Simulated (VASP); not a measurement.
# Cu (I4/mmm) in VASP: notebook

The runs below take Cu through single point, with LDA.

Everything below comes from runs of VASP 6.6.1. Logs are shortened: lines on timing, memory, paths and dates and some standing lists are left out, and cuts for length are marked.

**1. The cell of the first run**

It takes space group I4/mmm (No. 139, tetragonal). Conventional cell: a = 2.962 Å, b = 2.962 Å, c = 2.548 Å, α = 90.00°, β = 90.00°, γ = 90.00°. Cu (site symmetry 4/mmm) has 14 Cu at 2.45 to 2.96 Å within 3.2 Å.

**2. Single point, LDA**

INCAR reads:

```
SYSTEM = Cu
PREC     = Accurate       ! precision mode
ENCUT    = 520            ! plane-wave cutoff, eV
EDIFF    = 1E-6           ! SCF threshold, eV
ISMEAR   = 0              ! smearing method
SIGMA    = 0.15           ! smearing width, eV
LREAL    = .FALSE.        ! projectors in reciprocal space
LASPH    = .TRUE.         ! aspherical terms in the spheres
NELM     = 100            ! most SCF steps
ALGO     = Normal         ! electronic algorithm
ISIF     = 2              ! what is computed and relaxed
LWAVE    = .FALSE.        ! write WAVECAR
LCHARG   = .FALSE.        ! write CHGCAR
NBANDS   = 12             ! bands
```

KPOINTS reads:

```
Automatic mesh
0
G
  22 22 22
  0 0 0
```

POSCAR reads:

```
Cu
1.0
   -1.4809000000      1.4809000000      1.2740500000
    1.4809000000     -1.4809000000      1.2740500000
    1.4809000000      1.4809000000     -1.2740500000
Cu
1
Direct
    0.0000000000      0.0000000000      0.0000000000
```

Potentials or basis: VASP PAW LDA potentials, release 64 (Cu).

Command:

```
> cat potpaw_LDA.64/Cu/POTCAR > POTCAR
> mpirun -np 1 vasp_std > vasp.out
```

OUTCAR:

```text
SYSTEM = Cu
   PREC = Accurate
   ENCUT = 520
   EDIFF = 1E-6
   ISMEAR = 0
   LREAL = .FALSE.
   LASPH = .TRUE.
   NELM = 100
   ISIF = 2

 ion  position               nearest neighbor table
   1  0.000  0.000  0.000-

  LATTYP: Found a body centered tetragonal cell.
 ALAT       =     2.9618000000
 C/A-ratio  =     0.8603214262

  Lattice vectors:

 A1 = (  -1.4809000000,   1.4809000000,   1.2740500000)
 A2 = (   1.4809000000,  -1.4809000000,   1.2740500000)
 A3 = (   1.4809000000,   1.4809000000,  -1.2740500000)

Analysis of symmetry for initial positions (statically):
=====================================================================
 Subroutine PRICEL returns:
 Original cell was already a primitive cell.

 Routine SETGRP: Setting up the symmetry group for a
 body centered tetragonal supercell.

 Subroutine GETGRP returns: Found 16 space group operations
 (whereof 16 operations were pure point group operations)
 out of a pool of 16 trial point group operations.

The static configuration has the point symmetry D_4h.

Analysis of symmetry for dynamics (positions and initial velocities):
=====================================================================
 Subroutine PRICEL returns:
 Original cell was already a primitive cell.

 Routine SETGRP: Setting up the symmetry group for a
 body centered tetragonal supercell.

 Subroutine GETGRP returns: Found 16 space group operations
 (whereof 16 operations were pure point group operations)
 out of a pool of 16 trial point group operations.

The dynamic configuration has the point symmetry D_4h.

 Subroutine INISYM returns: Found 16 space group operations
 (whereof 16 operations are pure point group operations),
 and found     1 'primitive' translations

----------------------------------------------------------------------------------------

                                     Primitive cell

  volume of cell :      11.1763

  direct lattice vectors                    reciprocal lattice vectors
    -1.480900000  1.480900000  1.274050000     0.000000000  0.337632521  0.392449276
     1.480900000 -1.480900000  1.274050000     0.337632521  0.000000000  0.392449276
     1.480900000  1.480900000 -1.274050000     0.337632521  0.337632521  0.000000000

  length of vectors
     2.451394098  2.451394098  2.451394098     0.517698902  0.517698902  0.477484490

  position of ions in fractional coordinates (direct lattice)
     0.000000000  0.000000000  0.000000000

  ion indices of the primitive-cell ions
   primitive index   ion index
                 1           1

----------------------------------------------------------------------------------------

 KPOINTS: Automatic mesh

Automatic generation of k-mesh.
 Grid dimensions read from file:
 generate k-points for:   22   22   22

 Generating k-lattice:

  Cartesian coordinates                     Fractional coordinates (reciprocal lattice)
     0.000000000  0.015346933  0.017838603     0.045454545 -0.000000000  0.000000000
     0.015346933  0.000000000  0.017838603    -0.000000000  0.045454545  0.000000000
     0.015346933  0.015346933  0.000000000     0.000000000  0.000000000  0.045454545

  Length of vectors
     0.023531768  0.023531768  0.021703840

  Shift w.r.t. Gamma in fractional coordinates (k-lattice)
     0.000000000  0.000000000  0.000000000

 Subroutine IBZKPT returns following result:
 ===========================================

 Found    834 irreducible k-points:

 Following reciprocal coordinates:
            Coordinates               Weight
  0.000000  0.000000  0.000000      1.000000
  0.045455  0.000000  0.000000      8.000000
  0.090909  0.000000  0.000000      8.000000
  0.136364  0.000000 -0.000000      8.000000
  0.181818  0.000000  0.000000      8.000000
  0.227273  0.000000  0.000000      8.000000
[... 16 lines left out ...]
  0.500000  0.045455 -0.000000     16.000000
 -0.454545  0.045455 -0.000000     16.000000
 [... further k-points ...]
   k-points           NKPTS =    834   k-points in BZ     NKDIM =    834   number of bands    NBANDS=     12
   number of dos      NEDOS =    301   number of ions     NIONS =      1
   total plane-waves  NPLWV =   5832
   dimension x,y,z NGX =    18 NGY =   18 NGZ =   18
   dimension x,y,z NGXF=    36 NGYF=   36 NGZF=   36
   ions per type =               1
   NGX,Y,Z   is equivalent  to a cutoff of  12.21, 12.21, 12.21 a.u.
   NGXF,Y,Z  is equivalent  to a cutoff of  24.41, 24.41, 24.41 a.u.
 SYSTEM =  Cu
   PREC   = accura    normal or accurate (medium, high low for compatibility)
   ISTART =      0    job   : 0-new  1-cont  2-samecut
   ICHARG =      2    charge: 1-file 2-atom 10-const
   ISPIN  =      1    spin polarized calculation?
   LNONCOLLINEAR =      F non collinear calculations
   LSORBIT =      F    spin-orbit coupling
   LASPH  =      T    aspherical Exc in radial PAW
   ENCUT  =  520.0 eV  38.22 Ry    6.18 a.u.   4.56  4.56  4.56*2*pi/ulx,y,z
   NELM   =    100;   NELMIN=  2; NELMDL= -5     # of ELM steps
   EDIFF  = 0.1E-05   stopping-criterion for ELM
   LREAL  =      F    real-space projection
   EDIFFG = 0.1E-04   stopping-criterion for IOM
   NSW    =      0    number of steps for IOM
   IBRION =     -1    ionic relax: 0-MD 1-quasi-New 2-CG
   NFREE  =      0    steps in history (QN), initial steepest desc. (CG)
   ISIF   =      2    stress and relaxation
   ISYM   =      2    0-nonsym 1-usesym 2-fastsym
   POTIM  = 0.5000    time-step for ionic-motion
   TEBEG  =    0.0;   TEEND  =   0.0 temperature during run
   PSTRESS=    0.0 pullay stress
   NELECT =      11.0000    total number of electrons
   NUPDOWN=      -1.0000    fix difference up-down
   EMIN   =  10.00;   EMAX   =-10.00  energy-range for DOS
   EFERMI =   0.00;   METHOD = LEGACY
   ISMEAR =     0;   SIGMA  =   0.15  broadening in eV -4-tet -1-fermi 0-gaus
   EFERMI_NEDOS =   21; number of points for ismear=-14 and -15
   IALGO  =     38    algorithm
   IMIX   =      4    mixing-type and parameters
     AMIX     =   0.40;   BMIX     =  1.00
     AMIX_MAG =   1.60;   BMIX_MAG =  1.00
  volume/ion in A,a.u.               =      11.18        75.42
  Fermi-wavevector in a.u.,A,eV,Ry     =   1.628445  3.077315 36.080378  2.651833
  Thomas-Fermi vector in A             =   2.721075
   LORBIT       =      0    0 simple, 1 ext, 2 COOP (PROOUT), +10 PAW based schemes
   GGA     = CA    functional components
   LHFCALC =     F    Hartree Fock is set to
   AEXX    =    0.0000 exact exchange contribution
   IVDW    =     0    specifies the selected vdW correction
   LEPSILON=     F    determine dielectric tensor
   LRPA    =     F    only Hartree local field effects (RPA)
 non-spin polarized calculation
 Gauss-broadening in eV      SIGMA  =   0.15
  energy-cutoff  :      520.00
  volume of cell :       11.18
 maximum number of plane-waves:       313
   NGX =  9   NGY =  9   NGZ =  9

 number of electron      11.0000002 magnetization

 Free energy of the ion-electron system (eV)
  ---------------------------------------------------
  ext. energy  EPLUGINS =         0.00000000
  ---------------------------------------------------
  free energy    TOTEN  =        -4.66210171 eV

  energy without entropy =       -4.65786170  energy(sigma->0) =       -4.65998170

 E-fermi :   8.0656     XC(G=0): -13.4251

 val. band max:        8.0654322358   @ k =   0.5000   0.1818   0.0909
 cond. band min:       8.0694000300   @ k =  -0.0909   0.4545   0.0909
 fundamental gap:      0.0039677941
 Fermi energy:         8.0656248179

 k-point     1 :       0.0000    0.0000    0.0000
  band No.  band energies     occupation
      1      -1.7196      2.00000
      2       4.3227      2.00000
      3       5.0174      2.00000
      4       5.0174      2.00000
      5       5.3394      2.00000
      6       6.0948      2.00000
      7      31.5058      0.00000
      8      31.5058      0.00000
      9      35.4962      0.00000
     10      36.3208      0.00000
     11      36.5581      0.00000
     12      37.8720      0.00000

 k-point     2 :       0.0455    0.0000    0.0000
  band No.  band energies     occupation
      1      -1.6311      2.00000
      2       4.3365      2.00000
      3       5.0095      2.00000
      4       5.0162      2.00000
      5       5.3501      2.00000
      6       6.0796      2.00000
      7      31.2295      0.00000
      8      31.2377      0.00000
      9      35.4036      0.00000
     10      35.6470      0.00000
     11      36.4086      0.00000
     12      37.1748      0.00000

 k-point     3 :       0.0909    0.0000    0.0000
  band No.  band energies     occupation
      1      -1.3679      2.00000
      2       4.3646      2.00000
      3       4.9794      2.00000
      4       5.0262      2.00000
      5       5.3883      2.00000
      6       6.0382      2.00000
      7      30.5214      0.00000
      8      30.5941      0.00000
      9      32.9740      0.00000
     10      35.0469      0.00000
     11      36.1374      0.00000
     12      36.8775      0.00000

 k-point     4 :       0.1364    0.0000   -0.0000
  band No.  band energies     occupation
      1      -0.9371      2.00000
      2       4.3704      2.00000
      3       4.9200      2.00000
      4       5.0848      2.00000
      5       5.4620      2.00000
      6       5.9813      2.00000
      7      29.3221      0.00000
      8      29.8351      0.00000
      9      30.6254      0.00000
     10      33.7818      0.00000
     11      35.2196      0.00000
     12      37.2819      0.00000

 k-point     5 :       0.1818    0.0000    0.0000
  band No.  band energies     occupation
      1      -0.3536      2.00000
      2       4.3230      2.00000
      3       4.8407      2.00000
      4       5.2229      2.00000
      5       5.5691      2.00000
      6       5.9213      2.00000
      7      27.1574      0.00000
      8      29.0394      0.00000
      9      29.1715      0.00000
     10      32.5449      0.00000
     11      34.3539      0.00000
     12      37.8385      0.00000
[... 228 lines left out ...]
      1       2.6967      2.00000
      2       3.7695      2.00000
      3       5.6861      2.00000
      4       6.1516      2.00000
      5       6.3792      2.00000
      6       7.3107      2.00000
      7      14.6488      0.00000
      8      24.5570      0.00000
      9      25.0270      0.00000
     10      29.6404      0.00000
     11      32.6177      0.00000
     12      40.0300      0.00000

 k-point    22 :       0.4545    0.0455   -0.0000
  band No.  band energies     occupation
      1       2.7369      2.00000
      2       3.7358      2.00000
      3       5.7090      2.00000
      4       6.2327      2.00000
      5       6.4692      2.00000
      6       7.9985      1.47331
      7      13.5345      0.00000
      8      24.1818      0.00000
      9      24.8792      0.00000
     10      29.5916      0.00000
     11      32.6578      0.00000
     12      40.6202      0.00000

 k-point    23 :       0.5000    0.0455   -0.0000
  band No.  band energies     occupation
      1       2.7328      2.00000
      2       3.7389      2.00000
      3       5.7281      2.00000
      4       6.2069      2.00000
      5       6.4588      2.00000
      6       7.9307      1.79663
      7      13.6399      0.00000
      8      24.0190      0.00000
      9      24.9570      0.00000
     10      29.6400      0.00000
     11      32.7574      0.00000
     12      41.1682      0.00000

 k-point    24 :      -0.4545    0.0455   -0.0000
  band No.  band energies     occupation
      1       2.6814      2.00000
      2       3.7783      2.00000
      3       5.7477      2.00000
      4       6.0713      2.00000
      5       6.3271      2.00000
      6       7.2064      2.00000
      7      14.8902      0.00000
      8      24.0684      0.00000
      9      25.2553      0.00000
     10      29.7858      0.00000
     11      32.9200      0.00000
     12      41.5873      0.00000

 [... further k-points ...]
[... 5 lines left out ...]
  --------------------------------------------------------------------------------------
  -------------------------------------------------------------------------------------
  Total       -0.2515685     -0.2515685      0.0059704      0.0000000     -0.0000000      0.0000000
  in kB      -36.0635895    -36.0635895      0.8558881      0.0000000     -0.0000000      0.0000000
  external PRESSURE =     -23.7570970 kB  Pullay stress =       0.0000000 kB

 VOLUME and BASIS-vectors are now :
 -----------------------------------------------------------------------------
  energy-cutoff  :      520.00
  volume of cell :       11.18
      direct lattice vectors                 reciprocal lattice vectors
    -1.480900000  1.480900000  1.274050000     0.000000000  0.337632521  0.392449276
     1.480900000 -1.480900000  1.274050000     0.337632521  0.000000000  0.392449276
     1.480900000  1.480900000 -1.274050000     0.337632521  0.337632521  0.000000000

 POSITION                                       TOTAL-FORCE (eV/Angst)
 -----------------------------------------------------------------------------------
      0.00000      0.00000      0.00000         0.000000     -0.000000     -0.000000
 -----------------------------------------------------------------------------------
    total drift:                                0.000000      0.000000      0.000000

  FREE ENERGIE OF THE ION-ELECTRON SYSTEM (eV)
  ---------------------------------------------------
  free  energy   TOTEN  =        -4.6621017099 eV

  energy  without entropy=       -4.6578616962  energy(sigma->0) =       -4.65998170
```

It took 33 s on 1 thread of Intel Xeon 6975P-C (Granite Rapids), shared host; peak memory 0.2 GiB.

Results:

- Free energy: -4.6621 eV
- Pressure: -2.4 GPa

**3. Single point, LDA**

INCAR reads:

```
PREC = Accurate
ENCUT = 520
EDIFF = 1E-6
ISMEAR = 0
SIGMA = 0.15
LREAL = False
LASPH = True
NELM = 60
ALGO = Fast
ISIF = 2
LWAVE = False
LCHARG = False
GGA = CA
NBANDS = 12
```

KPOINTS reads:

```
regular mesh
0
Gamma
  22 22 22
```

POSCAR reads:

```
Cu
1.0
   -1.4631000000      1.4631000000      1.3075500000
    1.4631000000     -1.4631000000      1.3075500000
    1.4631000000      1.4631000000     -1.3075500000
Cu
1
Direct
    0.0000000000      0.0000000000      0.0000000000
```

Potentials or basis: VASP PAW LDA potentials, release 64 (Cu).

Command:

```
> cat potpaw_LDA.64/Cu/POTCAR > POTCAR
> mpirun -np 1 vasp_std > vasp.out
```

It took 38 s on 1 thread of Intel Xeon 6975P-C (Granite Rapids), shared host; peak memory 0.21 GiB.

Results (log left out):

```
Free energy : -4.6656 eV
Pressure    : -2.8 GPa
```

Stress tensor (GPa, compression positive):
```
-3.25  0.00  0.00
 0.00 -3.25  0.00
 0.00  0.00 -2.05
```

Levels at points of the mesh, in eV from the Fermi level:
```
           k point  band 2  band 3  band 4  band 5  band 6  band 7  band 8  band 9  band 10  band 11
(0.00, 0.00, 0.00)   -3.64   -3.14   -3.14   -2.57   -2.02   24.12   24.12   27.65    28.20    28.65
(0.50, 0.00, 0.00)   -4.29   -2.30   -1.86   -1.46   -0.37    5.10   17.05   17.06    21.24    24.38
(0.50, 0.50, 0.00)   -3.69   -2.66   -2.24   -1.50   -1.27    3.80   20.11   20.56    24.09    26.99
(0.50, 0.50, 0.50)   -4.96   -1.66   -1.66   -1.54    6.97    6.97   11.50   13.00    13.74    18.41
```
